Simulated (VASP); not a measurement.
# SiNi (Pmmn) in VASP: single point with LDA

Aim: the single point of SiNi with LDA.

All numbers are computed with VASP 6.6.1; they aren't measurements. Logs are shortened: lines on timing, memory, paths and dates and some standing lists are left out, and cuts for length are marked.

### Step 1. The cell of the first run

It takes space group Pmmn (No. 59, orthorhombic). The conventional cell has a = 3.006 Å, b = 3.252 Å, c = 4.666 Å, α = 90.00°, β = 90.00°, γ = 90.00°. Si (site symmetry mm2) has 6 Ni at 2.32 to 2.38 Å and 6 Si at 2.66 to 3.01 Å within 3.1 Å. Within 3.1 Å of Ni (site symmetry mm2) lie 6 Si at 2.32 to 2.38 Å and 6 Ni at 2.65 to 3.01 Å.

### Step 2. Single point, LDA, collinear spin, ferromagnetic start (11.40 Å³/atom)

Input file INCAR:

```
SYSTEM = SiNi
PREC     = Accurate       ! precision mode
ENCUT    = 600            ! plane-wave cutoff, eV
EDIFF    = 1E-6           ! SCF threshold, eV
ISMEAR   = -1             ! smearing method
SIGMA    = 0.05           ! smearing width, eV
LREAL    = .FALSE.        ! projectors in reciprocal space
LASPH    = .TRUE.         ! aspherical terms in the spheres
NELM     = 200            ! most SCF steps
ALGO     = Normal         ! electronic algorithm
ISIF     = 2              ! what is computed and relaxed
LWAVE    = .FALSE.        ! write WAVECAR
LCHARG   = .FALSE.        ! write CHGCAR
ISPIN    = 2              ! spin polarisation
MAGMOM   = 0 0 1.5 1.5    ! initial moments
LORBIT   = 11             ! projections on sites
LMAXMIX  = 4              ! l up to which the mixer works
NBANDS   = 26             ! bands
GGA_COMPAT= .FALSE.
```

Input file KPOINTS:

```
regular mesh
0
G
  11 10 7
  0 0 0
```

Input file POSCAR:

```
SiNi
1.0
    3.0063065020      0.0000000000      0.0000000000
    0.0000000000      3.2515295394      0.0000000000
    0.0000000000      0.0000000000      4.6662304594
Si Ni
2 2
Direct
    0.5000000000      0.5000000000      0.8423000000
    0.0000000000      0.0000000000      0.1577000000
    0.5000000000      0.5000000000      0.3442200000
    0.0000000000      0.0000000000      0.6557800000
```

Potentials or basis: VASP PAW LDA potentials, release 64 (Si, Ni).

Run with:

```console
cat potpaw_LDA.64/Si/POTCAR potpaw_LDA.64/Ni/POTCAR > POTCAR
mpirun -np 1 vasp_std > vasp.out
```

OUTCAR:

```text
SYSTEM = SiNi
   PREC = Accurate
   ENCUT = 600
   EDIFF = 1E-6
   ISMEAR = -1
   LREAL = .FALSE.
   LASPH = .TRUE.
   NELM = 200
   ISIF = 2
   ISPIN = 2
   LORBIT = 11

 ion  position               nearest neighbor table
   1  0.500  0.500  0.842-   3 2.32   3 2.34   4 2.38   4 2.38   4 2.38   4 2.38   2 2.66   2 2.66
                             2 2.66   2 2.66
   2  0.000  0.000  0.158-   4 2.32   4 2.34   3 2.38   3 2.38   3 2.38   3 2.38   1 2.66   1 2.66
                             1 2.66   1 2.66
   3  0.500  0.500  0.344-   1 2.32   1 2.34   2 2.38   2 2.38   2 2.38   2 2.38   4 2.65   4 2.65
                             4 2.65   4 2.65
   4  0.000  0.000  0.656-   2 2.32   2 2.34   1 2.38   1 2.38   1 2.38   1 2.38   3 2.65   3 2.65
                             3 2.65   3 2.65

  LATTYP: Found a simple orthorhombic cell.
 ALAT       =     3.0063065020
 B/A-ratio  =     1.0815695396
 C/A-ratio  =     1.5521472798

  Lattice vectors:

 A1 = (   3.0063065020,   0.0000000000,   0.0000000000)
 A2 = (   0.0000000000,   3.2515295394,   0.0000000000)
 A3 = (   0.0000000000,   0.0000000000,   4.6662304594)

Analysis of symmetry for initial positions (statically):
=====================================================================
 Subroutine PRICEL returns:
 Original cell was already a primitive cell.

 Routine SETGRP: Setting up the symmetry group for a
 simple orthorhombic supercell.

 Subroutine GETGRP returns: Found  8 space group operations
 (whereof  4 operations were pure point group operations)
 out of a pool of  8 trial point group operations.

The static configuration has the point symmetry C_2v.
 The point group associated with its full space group is D_2h.

Analysis of symmetry for dynamics (positions and initial velocities):
=====================================================================
 Subroutine PRICEL returns:
 Original cell was already a primitive cell.

 Routine SETGRP: Setting up the symmetry group for a
 simple orthorhombic supercell.

 Subroutine GETGRP returns: Found  8 space group operations
 (whereof  4 operations were pure point group operations)
 out of a pool of  8 trial point group operations.

The dynamic configuration has the point symmetry C_2v.
 The point group associated with its full space group is D_2h.

Analysis of structural, dynamic, and magnetic symmetry:
=====================================================================
 Subroutine PRICEL returns:
 Original cell was already a primitive cell.

 Routine SETGRP: Setting up the symmetry group for a
 simple orthorhombic supercell.

 Subroutine GETGRP returns: Found  8 space group operations
 (whereof  4 operations were pure point group operations)
 out of a pool of  8 trial point group operations.

The overall configuration has the point symmetry C_2v.
 The point group associated with its full space group is D_2h.

 Subroutine INISYM returns: Found  8 space group operations
 (whereof  4 operations are pure point group operations),
 and found     1 'primitive' translations

----------------------------------------------------------------------------------------

                                     Primitive cell

  volume of cell :      45.6128

  direct lattice vectors                    reciprocal lattice vectors
     3.006306502  0.000000000  0.000000000     0.332634081  0.000000000  0.000000000
     0.000000000  3.251529539  0.000000000     0.000000000  0.307547567  0.000000000
     0.000000000  0.000000000  4.666230459     0.000000000  0.000000000  0.214305746

  length of vectors
     3.006306502  3.251529539  4.666230459     0.332634081  0.307547567  0.214305746

  position of ions in fractional coordinates (direct lattice)
     0.500000000  0.500000000  0.842300000
     0.000000000  0.000000000  0.157700000
     0.500000000  0.500000000  0.344220000
     0.000000000  0.000000000  0.655780000

  ion indices of the primitive-cell ions
   primitive index   ion index
                 1           1
                 2           2
                 3           3
                 4           4

----------------------------------------------------------------------------------------

 KPOINTS: regular mesh

Automatic generation of k-mesh.
 Grid dimensions read from file:
 generate k-points for:   11   10    7

 Generating k-lattice:

  Cartesian coordinates                     Fractional coordinates (reciprocal lattice)
     0.030239462  0.000000000  0.000000000     0.090909091  0.000000000  0.000000000
     0.000000000  0.030754757  0.000000000     0.000000000  0.100000000  0.000000000
     0.000000000  0.000000000  0.030615107     0.000000000  0.000000000  0.142857143

  Length of vectors
     0.030239462  0.030754757  0.030615107

  Shift w.r.t. Gamma in fractional coordinates (k-lattice)
     0.000000000  0.000000000  0.000000000

 Subroutine IBZKPT returns following result:
 ===========================================

 Found    144 irreducible k-points:

 Following reciprocal coordinates:
            Coordinates               Weight
  0.000000  0.000000  0.000000      1.000000
  0.090909  0.000000  0.000000      2.000000
  0.181818  0.000000  0.000000      2.000000
  0.272727  0.000000  0.000000      2.000000
  0.363636  0.000000  0.000000      2.000000
  0.454545  0.000000  0.000000      2.000000
[... 16 lines left out ...]
  0.363636  0.300000  0.000000      4.000000
  0.454545  0.300000  0.000000      4.000000
 [... further k-points ...]
   k-points           NKPTS =    144   k-points in BZ     NKDIM =    144   number of bands    NBANDS=     26
   number of dos      NEDOS =    301   number of ions     NIONS =      4
   total plane-waves  NPLWV =  26880
   dimension x,y,z NGX =    24 NGY =   28 NGZ =   40
   dimension x,y,z NGXF=    48 NGYF=   56 NGZF=   80
   ions per type =               2   2
   NGX,Y,Z   is equivalent  to a cutoff of  13.27, 14.32, 14.25 a.u.
   NGXF,Y,Z  is equivalent  to a cutoff of  26.54, 28.63, 28.50 a.u.
 SYSTEM =  SiNi
   PREC   = accura    normal or accurate (medium, high low for compatibility)
   ISTART =      0    job   : 0-new  1-cont  2-samecut
   ICHARG =      2    charge: 1-file 2-atom 10-const
   ISPIN  =      2    spin polarized calculation?
   LNONCOLLINEAR =      F non collinear calculations
   LSORBIT =      F    spin-orbit coupling
   LASPH  =      T    aspherical Exc in radial PAW
   ENCUT  =  600.0 eV  44.10 Ry    6.64 a.u.   6.00  6.49  9.32*2*pi/ulx,y,z
   NELM   =    200;   NELMIN=  2; NELMDL= -5     # of ELM steps
   EDIFF  = 0.1E-05   stopping-criterion for ELM
   LREAL  =      F    real-space projection
   EDIFFG = 0.1E-04   stopping-criterion for IOM
   NSW    =      0    number of steps for IOM
   IBRION =     -1    ionic relax: 0-MD 1-quasi-New 2-CG
   NFREE  =      0    steps in history (QN), initial steepest desc. (CG)
   ISIF   =      2    stress and relaxation
   ISYM   =      2    0-nonsym 1-usesym 2-fastsym
   POTIM  = 0.5000    time-step for ionic-motion
   TEBEG  =    0.0;   TEEND  =   0.0 temperature during run
   PSTRESS=    0.0 pullay stress
   NELECT =      28.0000    total number of electrons
   NUPDOWN=      -1.0000    fix difference up-down
   EMIN   =  10.00;   EMAX   =-10.00  energy-range for DOS
   EFERMI =   0.00;   METHOD = LEGACY
   ISMEAR =    -1;   SIGMA  =   0.05  broadening in eV -4-tet -1-fermi 0-gaus
   EFERMI_NEDOS =   21; number of points for ismear=-14 and -15
   IALGO  =     38    algorithm
   IMIX   =      4    mixing-type and parameters
     AMIX     =   0.40;   BMIX     =  1.00
     AMIX_MAG =   1.60;   BMIX_MAG =  1.00
  volume/ion in A,a.u.               =      11.40        76.95
  Fermi-wavevector in a.u.,A,eV,Ry     =   1.391335  2.629242 26.338346  1.935814
  Thomas-Fermi vector in A             =   2.515184
   LORBIT       =     11    0 simple, 1 ext, 2 COOP (PROOUT), +10 PAW based schemes
   GGA     = CA    functional components
   LHFCALC =     F    Hartree Fock is set to
   AEXX    =    0.0000 exact exchange contribution
   IVDW    =     0    specifies the selected vdW correction
   LEPSILON=     F    determine dielectric tensor
   LRPA    =     F    only Hartree local field effects (RPA)
 spin polarized calculation
  energy-cutoff  :      600.00
  volume of cell :       45.61
 maximum number of plane-waves:      1550
   NGX = 13   NGY = 13   NGZ = 19

 number of electron      27.9999996 magnetization      -0.0001698

 number of electron      27.9999996 magnetization       0.0000265

 Free energy of the ion-electron system (eV)
  ---------------------------------------------------
  ext. energy  EPLUGINS =         0.00000000
  ---------------------------------------------------
  free energy    TOTEN  =       -27.28453160 eV

  energy without entropy =      -27.27340837  energy(sigma->0) =      -27.27896998

 E-fermi :  11.3983     XC(G=0): -12.7564

 val. band max:       11.3935650149   @ k =   0.3636   0.3000   0.4286
 cond. band min:      11.4124567736   @ k =   0.0909   0.2000   0.4286
 fundamental gap:      0.0188917587
 Fermi energy:        11.3983328668

 spin component 1

 k-point     1 :       0.0000    0.0000    0.0000
  band No.  band energies     occupation
      1      -2.5140      1.00000
      2       3.2708      1.00000
      3       4.9060      1.00000
      4       7.1844      1.00000
      5       7.7889      1.00000
      6       8.3434      1.00000
[... 685 lines left out ...]
     25      27.4102      0.00000
     26      28.0234      0.00000

 [... further k-points ...]

 spin component 2

 k-point     1 :       0.0000    0.0000    0.0000
  band No.  band energies     occupation
      1      -2.5140      1.00000
      2       3.2709      1.00000
      3       4.9060      1.00000
      4       7.1844      1.00000
      5       7.7889      1.00000
      6       8.3434      1.00000
[... 685 lines left out ...]
     25      27.4103      0.00000
     26      28.0235      0.00000

 [... further k-points ...]
[... 5 lines left out ...]
  --------------------------------------------------------------------------------------
  -------------------------------------------------------------------------------------
  Total       -1.6623303     -1.7716863     -1.7546912      0.0000000      0.0000000      0.0000000
  in kB      -58.3903062    -62.2314995    -61.6345370      0.0000000      0.0000000      0.0000000
  external PRESSURE =     -60.7521142 kB  Pullay stress =       0.0000000 kB

 VOLUME and BASIS-vectors are now :
 -----------------------------------------------------------------------------
  energy-cutoff  :      600.00
  volume of cell :       45.61
      direct lattice vectors                 reciprocal lattice vectors
     3.006306502  0.000000000  0.000000000     0.332634081  0.000000000  0.000000000
     0.000000000  3.251529539  0.000000000     0.000000000  0.307547567  0.000000000
     0.000000000  0.000000000  4.666230459     0.000000000  0.000000000  0.214305746

 POSITION                                       TOTAL-FORCE (eV/Angst)
 -----------------------------------------------------------------------------------
      1.50315      1.62576      3.93037         0.000000      0.000000     -0.127588
      0.00000      0.00000      0.73586         0.000000      0.000000      0.127588
      1.50315      1.62576      1.60621         0.000000      0.000000     -0.119334
      0.00000      0.00000      3.06002         0.000000      0.000000      0.119334
 -----------------------------------------------------------------------------------
    total drift:                                0.000000      0.000000     -0.000000

  FREE ENERGIE OF THE ION-ELECTRON SYSTEM (eV)
  ---------------------------------------------------
  free  energy   TOTEN  =       -27.2845315998 eV

  energy  without entropy=      -27.2734083700  energy(sigma->0) =      -27.27896998

 total charge

# of ion       s       p       d       tot
------------------------------------------
    1        0.756   0.869   0.000   1.625
    2        0.756   0.869   0.000   1.625
    3        0.487   0.620   8.491   9.598
    4        0.487   0.620   8.491   9.598
--------------------------------------------------
tot          2.485   2.978  16.982  22.446

 magnetization (x)

# of ion       s       p       d       tot
------------------------------------------
    1       -0.000   0.000   0.000   0.000
    2       -0.000   0.000   0.000   0.000
    3        0.000   0.000   0.000   0.000
    4        0.000   0.000   0.000   0.000
--------------------------------------------------
tot          0.000   0.000   0.000   0.000
```

Wall time 6.8 min (1 thread of Oxide Virtual Turin-like, shared host); peak memory 0.34 GiB.

Results:

| Item | Value |
| --- | --- |
| Free energy | -27.2845 eV |
| Pressure | -6.1 GPa |
| Largest force | 0.128 eV/Å |
| Band gap on the k mesh | zero (filled and empty bands overlap) |
| Net moment | 0.00 μB per cell |
| Valence electrons inside the program's atomic spheres | Si 1.62; Ni 9.60 |

Forces on the atoms (eV/Å):
```
Si   0.000  0.000 -0.128
Si   0.000  0.000  0.128
Ni   0.000  0.000 -0.119
Ni   0.000  0.000  0.119
```

Levels at points of the mesh, in eV from the Fermi level:
Spin up:
| k point | band 12 | band 13 | band 14 | band 15 | band 16 | band 17 |
| --- | --- | --- | --- | --- | --- | --- |
| (0.00, 0.00, 0.00) | -2.03 | -1.98 | -1.06 | 0.80 | 3.06 | 5.21 |
| (0.00, 0.50, 0.00) | -2.28 | -2.09 | -2.09 | 1.30 | 1.30 | 4.66 |
Spin down:
```csv
k point,band 12,band 13,band 14,band 15,band 16,band 17
"(0.00, 0.00, 0.00)",-2.03,-1.98,-1.06,0.80,3.06,5.21
"(0.00, 0.50, 0.00)",-2.28,-2.09,-2.09,1.30,1.30,4.66
```

Caveat: the cell stands under tension; the moments typed at the start vanished in this run.
